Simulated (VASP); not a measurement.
Here is a VASP 6.6.1 calculation.

The input INCAR:

```
SYSTEM = NaCl
PREC = Accurate ; ENCUT = 520
EDIFF = 1E-7 ; ISMEAR = -1
SIGMA = 0.02 ; LREAL = .FALSE.
LASPH = .TRUE. ; NELM = 60
ALGO = Normal ; ISIF = 2
LWAVE = .FALSE. ; LCHARG = .FALSE.
GGA = PE ; NBANDS = 14
```

KPOINTS

```
regular mesh
0
G
  8 8 8
  0 0 0
```

The input POSCAR:

```
NaCl
1.0
   -0.1000945065      2.7866852837      2.7866852837
    2.7866852837     -0.1000945065      2.7866852837
    2.7866852837      2.7866852837     -0.1000945065
Na Cl
1 1
Direct
    0.0000000000      0.0000000000      0.0000000000
    0.5000000000      0.5000000000      0.5000000000
```

Potentials or basis: VASP PAW PBE potentials, release 64 (Na_pv, Cl).

Run with:

```bash
$ cat potpaw_PBE.64/Na_pv/POTCAR potpaw_PBE.64/Cl/POTCAR > POTCAR
$ mpirun -np 1 vasp_std > vasp.out
```

Task: What does it give for the pressure?

Result: 0.3 GPa.

Task: What does it give for the band gap on the k mesh?

Result: 4.91 eV, direct.

Stress tensor (GPa, compression positive):
```
0.27 0.40 0.40
0.40 0.27 0.40
0.40 0.40 0.27
```

Caveat: the cell differs from its parent crystal (epitaxial 111 strain +3.0%). A k mesh can miss the band edges.
